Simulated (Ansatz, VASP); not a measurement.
Two plane-wave programs on CO2

```
C O
1.0
     5.62000    0.00000    0.00000
     0.00000    5.62000    0.00000
     0.00000    0.00000    5.62000
C O
4 8
Direct
  0.00000 0.00000 0.00000
  0.50000 0.00000 0.50000
  0.50000 0.50000 0.00000
  0.00000 0.50000 0.50000
  0.12002 0.12002 0.12002
  0.37998 0.87998 0.62002
  0.62002 0.37998 0.87998
  0.87998 0.62002 0.37998
  0.87998 0.87998 0.87998
  0.62002 0.12002 0.37998
  0.37998 0.62002 0.12002
  0.12002 0.37998 0.62002
```

Alike in both runs: task electric field gradients; functional r2SCAN; k mesh 4 × 4 × 4; occupations fermi-dirac, width 0.02 eV; no spin polarisation.

|  | VASP | Ansatz |
| --- | --- | --- |
| version | VASP 6.6.1 | Ansatz 0.2.0 |
| potentials or method | VASP PAW PBE potentials, release 64 (C, O) | plane-wave PAW, scalar-relativistic |
| plane-wave cutoff (eV) | 520 | 500 |
| valence electrons in the cell | 64 | 64 |

|  | VASP | Ansatz | Ansatz less VASP |
| --- | --- | --- | --- |
| gap on the k mesh at the Fermi level (eV) | 7.40 | 7.42 | +0.023 |
| pressure (GPa) | -0.7 | -2.5 | -1.77 |
| rms of the force components (eV/Å) | 0.043 | 0.395 | +0.3522 |
| size of Vzz on the site where it differs most (V/Å²) | 57.1 | 35.5 | -21.54 |

VASP's potentials were made for PBE, not for r2SCAN. Atom by atom the forces differ by 0.352 eV/Å (rms over components). One of these differences is far larger than is usual between the two programs; its cause wasn't traced.

Noted on VASP's run: the standard files for N, O and F lose accuracy on very short bonds.
